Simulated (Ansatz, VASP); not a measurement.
**CsRuSe3: VASP beside Ansatz**

```
Cs Ru Se
1.0
     5.10654    0.00000    0.00000
     0.00000    5.10654    0.00000
     0.00000    0.00000    5.10654
Cs Ru Se
1 1 3
Direct
  0.50000 0.50000 0.50000
  0.00000 0.00000 0.00000
  0.50000 0.00000 0.00000
  0.00000 0.50000 0.00000
  0.00000 0.00000 0.50000
```

Alike in both runs: functional PBE; k mesh 8 × 8 × 8; occupations gaussian, width 0.1 eV; collinear spin.

Ansatz relaxed the structure, and its values are those at the end. VASP's run is a single point on that final structure, the one shown.

|  | VASP | Ansatz |
| --- | --- | --- |
| version | VASP 6.6.1 | Ansatz 0.2.0 |
| potentials or method | VASP PAW PBE potentials, release 64 (Cs_sv, Ru_pv, Se), cutoff 520 eV | scalar-relativistic, plane waves, PAW |
| valence electrons in the cell | 41 | 73 |

|  | VASP | Ansatz | Ansatz less VASP |
| --- | --- | --- | --- |
| gap on the k mesh at the Fermi level (eV) | none | none | - |
| pressure (GPa) | 0.1 | 0.0 | -0.09 |
| net moment per atom (μB) | 0.60 | 0.60 | +0.002 |
| size of the moment on the site where the two differ most (μB) | 1.63 | 1.52 | -0.102 |

Site moments also hang on the region over which each program counts them. A gap of «none» marks a metal or a gap that the smearing closes. VASP's potentials hold 41 valence electrons a cell and Ansatz's 73, so a difference there can come from the potentials and not from the codes.

Spin-orbit coupling is off throughout.
